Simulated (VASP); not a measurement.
Ru: relaxation of cell and atoms with PBE

Ru:

```
CELL_PARAMETERS angstrom
-1.50500 1.50500 1.50500
1.50500 -1.50500 1.50500
1.50500 1.50500 -1.50500
ATOMIC_POSITIONS crystal
Ru 0.00000 0.00000 0.00000
```

This isn't the form of Ru at room conditions, which is hcp.

```
Program                : VASP 6.6.1
Task                   : relaxation of cell and atoms
Functional             : PBE
Potentials or basis    : VASP PAW PBE potentials, release 64 (Ru_pv)
Cutoff                 : 500 eV
k mesh                 : 19 × 19 × 19
Occupations            : fermi-dirac, width 0.05 eV
Spin                   : no spin polarisation
Dipole correction      : no
Further INCAR settings : ALGO = Normal; EDIFF = 1e-07; IBRION = 2; EDIFFG = -0.01; NSW = 80; ISIF = 3
```

* Relaxed volume: 14.23 Å³/atom
* Relaxed cell: a = 2.644 Å, b = 2.644 Å, c = 2.644 Å, α = 109.47°, β = 109.47°, γ = 109.47°
* Space group after relaxing (to 0.1 Å): Im-3m (No. 229)
* Energy gained by relaxing: 23.6 meV/atom
* Ionic steps: 4
* Pressure after relaxing: 0.0 GPa
* Band gap on the k mesh: zero (bands 7 and 8 overlap by 3.49 eV)

The path:
| step | energy change (eV) | largest force (eV/Å) | pressure (GPa) | volume (Å³) |
| --- | --- | --- | --- | --- |
| 1 | 0.0000 | 0.0000 | 13.29 | 13.64 |
| 2 | 0.1286 | 0.0000 | -24.65 | 15.99 |
| 3 | -0.0236 | 0.0000 | -0.55 | 14.26 |
| 4 | -0.0236 | 0.0000 | -0.04 | 14.23 |

Final structure:
```
Ru
1.0
    -1.52662    1.52662    1.52662
     1.52662   -1.52662    1.52662
     1.52662    1.52662   -1.52662
Ru
1
Cartesian
  0.0000 0.0000 0.0000
```

Levels at points of the mesh, in eV from the Fermi level:
```
           k point  band 4  band 5  band 6  band 7  band 8  band 9  band 10  band 11
(0.00, 0.00, 0.00)   -7.87   -2.74   -2.74   -2.74   -0.10   -0.10    10.56    17.12
```

It took 35 s on 1 thread of Intel(R) Xeon(R) 6975P-C (Granite Rapids) (shared host), peak memory 0.15 GiB.
